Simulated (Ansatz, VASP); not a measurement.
# Ge: VASP beside Ansatz

POSCAR

```
Ge
1.0
   -2.5744897190      2.5744897190      1.3974126432
    2.5744897190     -2.5744897190      1.3974126432
    2.5744897190      2.5744897190     -1.3974126432
Ge
2
Direct
    0.5000000000      0.5000000000      0.0000000000
    0.2500000000      0.7500000000      0.5000000000
```

The input INCAR.step1:

```
  ALGO = Normal
  EDIFF = 1E-4
  ENCUT = 520
  GGA = PE
  ISMEAR = -1
  LASPH = T
  LCHARG = F
  LREAL = F
  LWAVE = T
  NBANDS = 21
  NELM = 60
  PREC = Accurate
  SIGMA = 0.05
```

INCAR.step2

```
  ALGO = Normal
  EDIFF = 1E-6
  ENCUT = 520
  ISIF = 2
  ISMEAR = -1
  ISTART = 1
  LASPH = T
  LCHARG = F
  LMIXTAU = T
  LREAL = F
  LWAVE = F
  METAGGA = R2SCAN
  NBANDS = 21
  NELM = 60
  PREC = Accurate
  SIGMA = 0.05
```

Contents of KPOINTS:

```
k-points
0
Gamma
  11 11 11
```

input.yaml

```yaml
crystal:
  lattice:
    - [-2.574489719, 2.574489719, 1.3974126432]
    - [2.574489719, -2.574489719, 1.3974126432]
    - [2.574489719, 2.574489719, -1.3974126432]
  atoms:
    - { symbol: Ge, position: [0.5, 0.5, 0.0] }
    - { symbol: Ge, position: [0.25, 0.75, 0.5] }
hamiltonian:
  xc: r2scan
  pseudopotentials: { kind: paw }
kpoints:
  mp_grid: { grid: [11, 11, 11] }
scf:
  occupations: { method: fermi_dirac, width: 0.05 }
output:
  forces: true
  stress: true
  eigenvalues: true
```

Alike in both runs: task single point; functional r2SCAN; k mesh 11 × 11 × 11; occupations fermi-dirac, width 0.05 eV; no spin polarisation.

|  | VASP | Ansatz |
| --- | --- | --- |
| version | VASP 6.6.1 | Ansatz 0.2.0 |
| potentials or method | VASP PAW PBE potentials, release 64 (Ge_d) | Ansatz PAW |
| plane-wave cutoff (eV) | 520 | 500 |
| valence electrons in the cell | 28 | 28 |

Ansatz gave:

```
gap on the k mesh at the Fermi level (eV)                     : none
pressure (GPa)                                                : 0.6
traceless stress, the component that is largest in VASP (GPa) : 0.43
```

**Question.** Estimate VASP's values.

**Answer.** gap on the k mesh at the Fermi level (eV): none; pressure (GPa): 0.4; traceless stress, the component that is largest in VASP (GPa): 0.41.

VASP's potentials were made for PBE, not for r2SCAN. A gap of «none» marks a metal or a gap that the smearing closes.
